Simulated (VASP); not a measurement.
AsAu: relaxation of cell and atoms with PBE

AsAu:

```
As Au
1.0
     5.25007    0.00000    0.00000
     0.00000    5.25007    0.00000
     0.00000    0.00000    5.25007
As Au
4 4
Direct
  0.13400 0.13400 0.13400
  0.36600 0.86600 0.63400
  0.63400 0.36600 0.86600
  0.86600 0.63400 0.36600
  0.84450 0.84450 0.84450
  0.65550 0.15550 0.34450
  0.34450 0.65550 0.15550
  0.15550 0.34450 0.65550
```

```yaml
Program: VASP 6.6.1
Task: relaxation of cell and atoms
Functional: PBE
Potentials_or_basis: VASP PAW PBE potentials, release 64 (As, Au)
Cutoff: 600 eV
k_mesh: 4 × 4 × 4
Occupations: gaussian, width 0.1 eV
Spin: no spin polarisation
Dipole_correction: no
Further_INCAR_settings: ALGO = Normal; EDIFF = 1e-07; IBRION = 2; EDIFFG = -0.04; NSW = 90; ISIF = 3
```

```json
{
 "Relaxed volume": "23.64 Å³/atom",
 "Relaxed cell": "a = 5.740 Å, b = 5.740 Å, c = 5.740 Å, α = 90.00°, β = 90.00°, γ = 90.00°",
 "Space group after relaxing (to 0.1 Å)": "P2_13 (No. 198)",
 "Energy gained by relaxing": "129.3 meV/atom",
 "Ionic steps": "49",
 "Pressure after relaxing": "0.1 GPa",
 "Largest force after relaxing": "0.033 eV/Å",
 "Band gap on the k mesh": "zero (bands 32 and 33 overlap by 0.95 eV)"
}
```

Forces on the atoms (eV/Å):
```
As  -0.018 -0.018 -0.018
As   0.018  0.018 -0.018
As  -0.018  0.018  0.018
As   0.018 -0.018  0.018
Au  -0.019 -0.019 -0.019
Au   0.019  0.019 -0.019
Au  -0.019  0.019  0.019
Au   0.019 -0.019  0.019
```

Step by step:
```
step  energy change (eV)  largest force (eV/Å)  pressure (GPa)  volume (Å³)
   1              0.0000                0.4062            9.24       144.71
   3             -0.3195                0.2934           -0.22       156.42
   5             -0.3339                0.2551           -0.02       156.09
   7             -0.3610                0.1507            1.17       155.31
   9             -0.3691                0.0733           -1.17       158.59
  11             -0.3767                0.0472           -0.04       156.70
  13             -0.3836                0.0747            0.10       157.28
  15             -0.4238                0.3204            1.17       159.61
  17             -0.6471                0.2650            7.75       169.18
  19             -0.6482                0.3260            7.48       168.82
  21             -0.6483                0.3255            7.49       168.83
  23             -0.6485                0.3223            7.50       168.85
  25             -0.6493                0.3101            7.54       168.94
  27             -0.6514                0.2593            7.70       169.29
  29             -0.6518                0.2234            7.81       169.52
  31             -0.6571                0.2178            7.75       169.66
  33             -0.6802                0.1917            7.47       170.26
  35             -0.7643                0.1899            6.38       172.70
  37             -0.9674                0.3083            2.67       182.69
  39             -0.9908                0.4567            1.08       188.17
  41             -1.0238                0.2476            0.36       189.08
  43             -1.0326                0.0782           -0.25       189.92
  45             -1.0333                0.0733           -0.13       189.66
  47             -1.0333                0.0319            0.39       188.40
  49             -1.0343                0.0326            0.10       189.12
```

Final structure:
```
CELL_PARAMETERS angstrom
5.74005 0.00000 0.00000
0.00000 5.74005 0.00000
0.00000 0.00000 5.74005
ATOMIC_POSITIONS crystal
As 0.03910 0.03910 0.03910
As 0.46090 0.96090 0.53910
As 0.53910 0.46090 0.96090
As 0.96090 0.53910 0.46090
Au 0.78965 0.78965 0.78965
Au 0.71035 0.21035 0.28965
Au 0.28965 0.71035 0.21035
Au 0.21035 0.28965 0.71035
```

Levels at points of the mesh, in eV from the Fermi level:
```
           k point  band 28  band 29  band 30  band 31  band 32  band 33  band 34  band 35  band 36  band 37
(0.00, 0.00, 0.00)    -1.57    -1.05    -1.05    -1.05    -0.56    -0.56     1.94     2.17     2.17     2.17
(0.50, 0.00, 0.00)    -2.00    -1.32    -1.32    -0.71    -0.71     0.49     0.49     0.71     0.71     4.17
(0.50, 0.50, 0.00)    -2.19    -1.55    -1.55    -1.00    -1.00     0.98     0.98     1.01     1.01     4.53
(0.50, 0.50, 0.50)    -3.77     0.40     0.40     0.40     0.40     1.39     1.39     1.39     1.39     3.30
```

It took 35 min on 1 thread of Intel(R) Xeon(R) Platinum 8259CL CPU @ 2.50GHz (Skylake/Cascade Lake) (shared host), peak memory 0.31 GiB.

Caveat: the volume moved by over 15 % at a fixed basis, so the end points are rough; spin-orbit coupling is left out, which moves the levels of the heavy elements.
